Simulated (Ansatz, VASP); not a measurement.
# Two plane-wave programs on BP

INCAR

```
PREC = Accurate
ENCUT = 520
EDIFF = 1E-8
ISMEAR = -1
SIGMA = 0.05
LREAL = F
LASPH = T
NELM = 60
ALGO = Normal
ISIF = 2
LWAVE = F
LCHARG = F
GGA = PE
LEFG = T
NBANDS = 11
```

KPOINTS

```
Automatic mesh
0
Gamma
  16 16 16
```

The input POSCAR:

```
BP
1.0
    0.0000000000      2.1160848610      2.1160848610
    2.1160848610      0.0000000000      2.1160848610
    2.1160848610      2.1160848610      0.0000000000
B P
1 1
Direct
    0.0000000000      0.0000000000      0.0000000000
    0.5000000000      0.5000000000      0.5000000000
```

Input for Ansatz:

```yaml
crystal:
  lattice:
    - [0.0, 2.116084861, 2.116084861]
    - [2.116084861, 0.0, 2.116084861]
    - [2.116084861, 2.116084861, 0.0]
  atoms:
    - { symbol: B, position: [0.0, 0.0, 0.0] }
    - { symbol: P, position: [0.5, 0.5, 0.5] }
kpoints:
  mp_grid: { grid: [16, 16, 16] }
scf:
  occupations: { method: fermi_dirac, width: 0.05 }
hamiltonian:
  xc: pbe
  pseudopotentials: { kind: paw }
output:
  forces: true
  stress: true
  eigenvalues: true
  efg: { contact_densities: true }
```

Change from the starting cell: volume scaled by 0.9405, PAW files.

Alike in both runs: task electric field gradients; functional PBE; k mesh 16 × 16 × 16; occupations fermi-dirac, width 0.05 eV; no spin polarisation.

```csv
,VASP,Ansatz
version,VASP 6.6.1,Ansatz 0.2.0
potentials or method,"VASP PAW PBE potentials, release 64 (B, P)","PAW with Ansatz's default frozen-core files, scalar-relativistic"
plane-wave cutoff (eV),520,420
valence electrons in the cell,8,8
```

VASP gave:

```
pressure (GPa) : 11.0
```

Problem. What did Ansatz give for the same quantities?

Solution. Pressure (GPa): 11.3.
